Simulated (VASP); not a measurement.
# MgO: single point with r2SCAN

The system is MgO.

```xyz
2
Lattice="0.0000 2.1351 2.1351 2.3754 0.0000 2.1351 2.3754 2.1351 0.0000" Properties=species:S:1:pos:R:3 pbc="T T T"
Mg    0.0000    0.0000    0.0000
O     2.3754    2.1351    2.1351
```

This cell differs from its parent crystal: strain +0.1125 x Voigt [1, 0, 0, 0, 0, 0].

```
Program                : VASP 6.6.1
Task                   : single point
Functional             : r2SCAN
Potentials or basis    : VASP PAW PBE potentials, release 64 (Mg_sv, O)
Cutoff                 : 660 eV
k mesh                 : 10 × 10 × 10
Occupations            : gaussian, width 0.05 eV
Spin                   : no spin polarisation
Dipole correction      : no
Second run             : valence_matched
Further INCAR settings : ALGO = Normal; EDIFF = 1e-06; NBANDS = 15
```

| Property | Result |
| --- | --- |
| Pressure | -16.9 GPa |
| Band gap on the k mesh | 4.15 eV, direct |

Stress tensor (GPa, compression positive):
```
-21.11   0.00   0.00
  0.00 -14.82   0.00
  0.00   0.00 -14.82
```

Levels at points of the mesh, in eV from the valence-band top:
| k point | band 4 | band 5 | band 6 | band 7 | band 8 | band 9 | band 10 | band 11 | band 12 | band 13 |
| --- | --- | --- | --- | --- | --- | --- | --- | --- | --- | --- |
| (0.00, 0.00, 0.00) | -40.69 | -17.64 | -0.19 | -0.19 | 0.00 | 4.15 | 15.30 | 16.34 | 16.34 | 19.70 |
| (0.50, 0.00, 0.00) | -40.69 | -16.70 | -4.10 | -0.76 | -0.56 | 7.72 | 11.97 | 15.08 | 17.08 | 20.12 |
| (0.50, 0.50, 0.00) | -40.71 | -16.46 | -3.54 | -1.73 | -1.06 | 9.44 | 9.58 | 13.08 | 16.85 | 18.73 |
| (0.00, 0.50, 0.50) | -40.70 | -16.70 | -3.76 | -1.04 | -1.04 | 9.67 | 10.41 | 11.72 | 19.00 | 19.00 |

It took 2.4 min on 1 thread of Intel(R) Xeon(R) Platinum 8375C CPU @ 2.90GHz (Ice Lake) (shared host), peak memory 0.19 GiB.

Caveat: the cell differs from its parent crystal (strain +0.1125 x Voigt [1, 0, 0, 0, 0, 0]); the PAW data sets were made with another functional, which shifts forces and pressure a little.
